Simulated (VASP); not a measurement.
# GaP (I4_1/amd) in VASP: a series of runs, part 2 of 2

VASP 6.6.1.

### 3 Single point, PBE

This run uses another cell than the first one, of 16.77 Å³/atom, 0.958 times its volume.

Input file INCAR:

```
PREC     = Accurate       # precision mode
ENCUT    = 520            # plane-wave cutoff, eV
EDIFF    = 1E-6           # SCF threshold, eV
ISMEAR   = 0              # smearing method
SIGMA    = 0.1            # smearing width, eV
LREAL    = False          # projectors in reciprocal space
LASPH    = True           # aspherical terms in the spheres
NELM     = 60             # most SCF steps
ALGO     = Normal         # electronic algorithm
ISIF     = 2              # what is computed and relaxed
LWAVE    = False          # write WAVECAR
LCHARG   = False          # write CHGCAR
GGA      = PE             # functional
NBANDS   = 26             # bands
```

Input file KPOINTS:

```
regular mesh
0
Gamma
  12 12 12
```

Input file POSCAR:

```
GaP
1.0
   -2.4190409979      2.4190409979      2.8655722561
    2.4190409979     -2.4190409979      2.8655722561
    2.4190409979      2.4190409979     -2.8655722561
Ga P
2 2
Direct
    0.7500000000      0.2500000000      0.5000000000
    0.0000000000      0.0000000000      0.0000000000
    0.5000000000      0.5000000000      0.0000000000
    0.2500000000      0.7500000000      0.5000000000
```

Potentials or basis: VASP PAW PBE potentials, release 64 (Ga_d, P).

Run with:

```console
cat potpaw_PBE.64/Ga_d/POTCAR potpaw_PBE.64/P/POTCAR > POTCAR
mpirun -np 1 vasp_std > vasp.out
```

It took 2.1 min on 1 thread of Intel Xeon Platinum 8488C (Sapphire Rapids), shared host; peak memory 0.37 GiB.

Results (log left out):

- Free energy: -15.0852 eV
- Pressure: 0.0 GPa
- Band gap on the k mesh: zero (band 18 reaches 8.59 eV, above the bottom of band 19 at 5.56 eV)

Levels at points of the mesh, in eV from the Fermi level:
| k point | band 16 | band 17 | band 18 | band 19 | band 20 | band 21 |
| --- | --- | --- | --- | --- | --- | --- |
| (0.00, 0.00, 0.00) | -3.10 | -2.91 | -1.67 | -1.67 | -0.23 | 0.19 |
| (0.50, 0.00, 0.00) | -2.65 | -1.78 | -1.45 | 0.90 | 1.04 | 2.75 |
| (0.50, 0.50, 0.00) | -5.51 | 0.88 | 0.88 | 1.56 | 1.56 | 4.55 |
| (0.50, 0.50, 0.50) | -6.13 | 1.29 | 1.29 | 1.74 | 1.74 | 2.90 |

### 4 Relaxation of cell and atoms, PBE

This run uses another cell than the first one, of 17.25 Å³/atom, 0.985 times its volume.

Input file INCAR:

```
SYSTEM = GaP
PREC = Accurate
ENCUT = 600
EDIFF = 1E-6
ISMEAR = 0
SIGMA = 0.1
LREAL = .FALSE.
LASPH = .TRUE.
NELM = 60
ALGO = Normal
ISIF = 3
LWAVE = .FALSE.
LCHARG = .FALSE.
GGA = PE
IBRION = 2
NSW = 100
EDIFFG = -0.01
```

Input file KPOINTS:

```
Automatic mesh
0
G
  12 12 12
  0 0 0
```

Input file POSCAR:

```
GaP
1.0
   -2.6030998671      2.6030998671      2.5463796619
    2.6030998671     -2.6030998671      2.5463796619
    2.6030998671      2.6030998671     -2.5463796619
Ga P
2 2
Direct
    0.7500000000      0.2500000000      0.5000000000
    0.0000000000      0.0000000000      0.0000000000
    0.5000000000      0.5000000000      0.0000000000
    0.2500000000      0.7500000000      0.5000000000
```

Potentials or basis: VASP PAW PBE potentials, release 64 (Ga_d, P).

Run with:

```console
cat potpaw_PBE.64/Ga_d/POTCAR potpaw_PBE.64/P/POTCAR > POTCAR
mpirun -np 1 vasp_std > vasp.out
```

OUTCAR:

```text
SYSTEM = GaP
   PREC = Accurate
   ENCUT = 600
   EDIFF = 1E-6
   ISMEAR = 0
   LREAL = .FALSE.
   LASPH = .TRUE.
   NELM = 60
   ISIF = 3
   GGA = PE
   IBRION = 2
   NSW = 100
   EDIFFG = -0.01

 ion  position               nearest neighbor table
   1  0.750  0.250  0.500-   4 2.55   4 2.55   2 2.90   3 2.90   3 2.90   2 2.90   3 2.90   3 2.90
                             2 2.90   2 2.90
   2  0.000  0.000  0.000-   3 2.55   3 2.55   1 2.90   1 2.90   4 2.90   1 2.90   4 2.90   1 2.90
                             4 2.90   4 2.90
   3  0.500  0.500  0.000-   2 2.55   2 2.55   1 2.90   4 2.90   4 2.90   1 2.90   4 2.90   4 2.90
                             1 2.90   1 2.90
   4  0.250  0.750  0.500-   1 2.55   1 2.55   2 2.90   2 2.90   3 2.90   2 2.90   3 2.90   2 2.90
                             3 2.90   3 2.90

  LATTYP: Found a body centered tetragonal cell.
 ALAT       =     5.2061997342
[... 387 lines left out ...]
  free energy    TOTEN  =       -15.08535449 eV

  energy without entropy =      -15.07710817  energy(sigma->0) =      -15.08123133

 E-fermi :   7.2215     XC(G=0): -11.2120

 val. band max:        7.2050861240   @ k =  -0.4167   0.4167   0.4167
 cond. band min:       7.2279194625   @ k =   0.4167   0.0833   0.0000
 fundamental gap:      0.0228333385
 Fermi energy:         7.2215429799

 k-point     1 :       0.0000    0.0000    0.0000
  band No.  band energies     occupation
      1      -7.7859      2.00000
      2      -7.7419      2.00000
      3      -7.7405      2.00000
      4      -7.7405      2.00000
      5      -7.7400      2.00000
      6      -7.6055      2.00000
[... 589 lines left out ...]
     21       9.5032      0.00000
     22      10.5174      0.00000

 [... further k-points ...]

------------------------ aborting loop because EDIFF is reached ----------------------------------------

  FORCE on cell =-STRESS in cart. coord.  units (eV):
  Direction    XX          YY          ZZ          XY          YZ          ZX
  --------------------------------------------------------------------------------------
  -------------------------------------------------------------------------------------
  Total        0.0003152      0.0003152      0.0048529      0.0000000      0.0000000      0.0000000
  in kB        0.0075210      0.0075210      0.1157977      0.0000000      0.0000000      0.0000000
  external PRESSURE =       0.0436132 kB  Pullay stress =       0.0000000 kB
[... 19 lines left out ...]
  FREE ENERGIE OF THE ION-ELECTRON SYSTEM (eV)
  ---------------------------------------------------
  free  energy   TOTEN  =       -15.0853544947 eV

  energy  without entropy=      -15.0771081676  energy(sigma->0) =      -15.08123133

 reached required accuracy - stopping structural energy minimisation
```

Run time: 16 min. Hardware: 1 thread of Intel Xeon Platinum 8488C (Sapphire Rapids), shared host; peak memory 0.42 GiB.

What came out:

```yaml
Free_energy: -15.0854 eV
Relaxed_volume: 16.79 Å³/atom
Relaxed_cell: a = 4.464 Å, b = 4.464 Å, c = 4.464 Å, α = 114.36°, β = 114.36°, γ = 100.07°
Space_group_after_relaxing_to_0.05_Å: I4_1/amd (No. 141)
Energy_gained_by_relaxing: 24.5 meV/atom
Ionic_steps: 13
Pressure_after_relaxing: 0.0 GPa
Band_gap_on_the_k_mesh: zero (band 18 reaches 8.58 eV, above the bottom of band 19 at 5.55 eV)
```

The path:
| step | energy change (eV) | largest force (eV/Å) | pressure (GPa) | volume (Å³) |
| --- | --- | --- | --- | --- |
| 1 | 0.0000 | 0.0000 | 0.28 | 69.02 |
| 2 | -0.0213 | 0.0000 | -0.56 | 69.31 |
| 3 | -0.0378 | 0.0000 | -1.43 | 69.70 |
| 4 | -0.0526 | 0.0000 | -2.59 | 70.36 |
| 5 | -0.0688 | 0.0000 | -2.03 | 69.56 |
| 6 | -0.0943 | 0.0000 | -0.49 | 67.64 |
| 7 | -0.0490 | 0.0000 | 3.89 | 63.74 |
| 8 | -0.0970 | 0.0000 | 0.19 | 66.93 |
| 9 | -0.0970 | 0.0000 | 0.28 | 66.86 |
| 10 | -0.0973 | 0.0000 | 0.27 | 66.89 |
| 11 | -0.0978 | 0.0000 | 0.17 | 66.99 |
| 12 | -0.0978 | 0.0000 | 0.15 | 67.01 |
| 13 | -0.0979 | 0.0000 | 0.00 | 67.15 |

Final structure:
```cif
data_structure
_symmetry_space_group_name_H-M 'P 1'
_symmetry_Int_Tables_number 1
_cell_length_a 4.4644
_cell_length_b 4.4644
_cell_length_c 4.4644
_cell_angle_alpha 114.365
_cell_angle_beta 114.365
_cell_angle_gamma 100.073
_cell_volume 67.15
loop_
_atom_site_label
_atom_site_type_symbol
_atom_site_fract_x
_atom_site_fract_y
_atom_site_fract_z
_atom_site_occupancy
Ga1 Ga 0.75000 0.25000 0.50000 1
Ga2 Ga 0.00000 0.00000 0.00000 1
P1 P 0.50000 0.50000 0.00000 1
P2 P 0.25000 0.75000 0.50000 1
```

### 5 Overview

| task | cell | k mesh | cutoff (eV) | gap on the mesh (eV) | pressure (GPa) | relaxed volume (Å³/atom) |
| --- | --- | --- | --- | --- | --- | --- |
| relaxation of cell and atoms | relaxed from a = 4.499 Å, angles 108.6, 108.6, 111.2°, 4 atoms | 6 × 6 × 6 | 600 | none | -0.1 | 17.34 |
| single point | a = 4.463 Å, angles 114.4, 114.4, 100.1°, 4 atoms | 12 × 12 × 12 | 520 | none | 0.0 | - |
| relaxation of cell and atoms | relaxed from a = 4.476 Å, angles 108.9, 108.9, 110.7°, 4 atoms | 12 × 12 × 12 | 600 | none | 0.0 | 16.79 |

Alike in all rows: level PBE; potentials or basis VASP PAW PBE potentials, release 64 (Ga_d, P); no spin polarisation; smearing gaussian 0.1 eV.

Absolute energies hang on the potentials; compare differences alone.
